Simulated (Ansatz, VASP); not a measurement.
**One calculation of Ti, two programs**

File INCAR:

```
  PREC = Accurate
  ENCUT = 520
  EDIFF = 1E-8
  ISMEAR = -1
  SIGMA = 0.05
  LREAL = F
  LASPH = T
  NELM = 60
  ALGO = Normal
  ISIF = 2
  LWAVE = F
  LCHARG = F
  GGA = PE
  LEFG = T
  NBANDS = 12
```

KPOINTS

```
Automatic mesh
0
Gamma
  15 15 15
```

The input POSCAR:

```
Ti
1.0
   -0.0406000000      2.0097000000      2.0097000000
    2.0097000000     -0.0406000000      2.0097000000
    2.0097000000      2.0097000000     -0.0406000000
Ti
1
Direct
    0.0000000000      0.0000000000      0.0000000000
```

Input for Ansatz:

```yaml
crystal:
  lattice:
    - [-0.0406, 2.0097, 2.0097]
    - [2.0097, -0.0406, 2.0097]
    - [2.0097, 2.0097, -0.0406]
  atoms:
    - { symbol: Ti, position: [0.0, 0.0, 0.0] }
kpoints:
  mp_grid: { grid: [15, 15, 15] }
scf:
  occupations: { method: fermi_dirac, width: 0.05 }
hamiltonian:
  xc: pbe
  pseudopotentials: { kind: paw }
output:
  forces: true
  stress: true
  eigenvalues: true
  efg: { contact_densities: true }
```

Change from the starting cell: equal xy, yz and zx shear strains of -2 %, PAW files.

Alike in both runs: task electric field gradients; functional PBE; k mesh 15 × 15 × 15; occupations fermi-dirac, width 0.05 eV; no spin polarisation.

|  | VASP | Ansatz |
| --- | --- | --- |
| version | VASP 6.6.1 | Ansatz 0.2.0 |
| potentials or method | VASP PAW PBE potentials, release 64 (Ti_sv) | PAW with Ansatz's default frozen-core files, scalar-relativistic |
| plane-wave cutoff (eV) | 520 | 420 |
| valence electrons in the cell | 12 | 12 |

|  | VASP | Ansatz | Ansatz less VASP |
| --- | --- | --- | --- |
| pressure (GPa) | 4.2 | 4.5 | +0.33 |
| traceless stress, the component that is largest in VASP (GPa) | 1.22 | 1.23 | +0.007 |
| size of Vzz on the site where it differs most (V/Å²) | 9.3 | 9.6 | +0.27 |

With one functional, cell and mesh, what is left measures potentials, basis and numerics.
